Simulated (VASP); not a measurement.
BN: single point with LDA

The system is BN.

```
B N
1.0
     2.50399    0.00000    0.00000
    -1.25200    2.16852    0.00000
     0.00000    0.00000    6.66120
B N
2 2
Direct
  0.42319 0.66667 0.25000
  0.66670 0.33333 0.75000
  0.33334 0.66667 0.75000
  0.59729 0.33333 0.25000
```

| Property | Result |
| --- | --- |
| Program | VASP 6.6.1 |
| Task | single point |
| Functional | LDA |
| Potentials or basis | VASP PAW LDA potentials, release 64 (B, N) |
| Cutoff | 520 eV |
| k mesh | 12 × 12 × 4 |
| Occupations | gaussian, width 0.05 eV |
| Spin | no spin polarisation |

The pressure is 27.8 GPa, the largest force is 23.559 eV/Å and the band gap on the k mesh is 1.98 eV, indirect (least direct gap 3.16 eV).

Forces in eV/Å, atoms in the order of the input:
```
B   -19.116  13.732   0.000
B    -0.003  -0.003   0.000
N    -0.013   0.019   0.000
N    19.132 -13.748   0.000
```

Stress tensor (GPa, compression positive):
```
 51.35 -40.94   0.00
-40.94  32.76   0.00
  0.00   0.00  -0.83
```

Levels at points of the mesh, in eV from the valence-band top:
| k point | band 6 | band 7 | band 8 | band 9 | band 10 | band 11 |
| --- | --- | --- | --- | --- | --- | --- |
| (0.00, 0.00, 0.00) | -3.15 | -3.15 | 0.00 | 3.16 | 6.95 | 8.22 |
| (0.50, 0.00, 0.00) | -5.95 | -4.32 | -2.54 | 2.64 | 6.55 | 6.89 |
| (0.00, 0.50, 0.00) | -3.78 | -3.56 | -2.42 | 2.37 | 4.03 | 4.17 |
| (0.50, 0.50, 0.00) | -4.14 | -2.92 | -2.55 | 2.28 | 3.03 | 7.55 |
| (0.00, 0.00, 0.50) | -3.15 | -3.15 | 0.00 | 5.36 | 5.44 | 7.18 |
| (0.50, 0.00, 0.50) | -5.95 | -4.13 | -2.76 | 2.77 | 5.84 | 7.13 |
| (0.00, 0.50, 0.50) | -3.80 | -3.22 | -2.73 | 2.75 | 3.33 | 4.09 |
| (0.50, 0.50, 0.50) | -4.14 | -2.74 | -2.54 | 1.98 | 2.72 | 7.69 |

Run time: 86 s on 1 thread of Intel Xeon 6975P-C, with other jobs on the host, peak memory 0.21 GiB.

Caveat: forces of over 1 eV/Å act on the atoms, so gaps and moduli don't describe the material at rest. A hybrid or GW would open this gap; LDA tends to underestimate it.
